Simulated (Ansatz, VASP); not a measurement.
# One calculation of BaTe, two programs

```xyz
2
Lattice="4.2448 0.0000 0.0000 0.0000 4.2448 0.0000 0.0000 0.0000 4.2448" Properties=species:S:1:pos:R:3 pbc="T T T"
Ba    0.0000    0.0000    0.0000
Te    2.1224    2.1224    2.1224
```

Alike in both runs: task single point; functional r2SCAN; k mesh 3 × 3 × 3; no spin polarisation.

|  | VASP | Ansatz |
| --- | --- | --- |
| version | VASP 6.6.1 | Ansatz 0.2.0 |
| potentials or method | VASP PAW PBE potentials, release 64 (Ba_sv, Te) | plane waves |
| plane-wave cutoff (eV) | 520 | 500 |
| occupations | gaussian, width 0.01 eV | fixed |
| valence electrons in the cell | 16 | 26 |

```tsv
	VASP	Ansatz	Ansatz less VASP
gap on the k mesh at the Fermi level (eV)	1.45	1.52	+0.066
pressure (GPa)	0.8	0.3	-0.49
```

VASP's potentials were made for PBE, not for r2SCAN. VASP's potentials hold 16 valence electrons a cell and Ansatz's 26, so a difference there can come from the potentials and not from the codes.

The k mesh is coarse, so the values compare programs but aren't converged. Neither program's run includes spin-orbit coupling.
